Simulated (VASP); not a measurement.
Crystal: TiAl.

```xyz
2
Lattice="3.1142 0.0000 0.0000 0.0000 3.1142 0.0000 0.0000 0.0000 3.1142" Properties=species:S:1:pos:R:3 pbc="T T T"
Ti    0.0000    0.0000    0.0000
Al    1.5571    1.5571    1.5571
```

This cell differs from its parent crystal: volume scaled by 0.94.

Base run:

```yaml
Program: VASP 6.6.1
Functional: PBEsol
Potentials_or_basis: VASP PAW PBE potentials, release 64 (Ti_sv, Al)
Cutoff: 520 eV
k_mesh: 8 × 8 × 8
Occupations: fermi-dirac, width 0.05 eV
Spin: no spin polarisation
```

Its results: pressure 5.3 GPa.

Question: The run is repeated on the same cell with these changes: functional from PBEsol to PBE; further incar settings from ALGO = Normal; EDIFF = 1e-06; NBANDS = 14 to ALGO = Fast; EDIFF = 1e-06; NBANDS = 14. What comes out?

Answer: Pressure 8.8 GPa.

Caveats: the PAW data sets were made with another functional, which shifts forces and pressure a little (some runs).
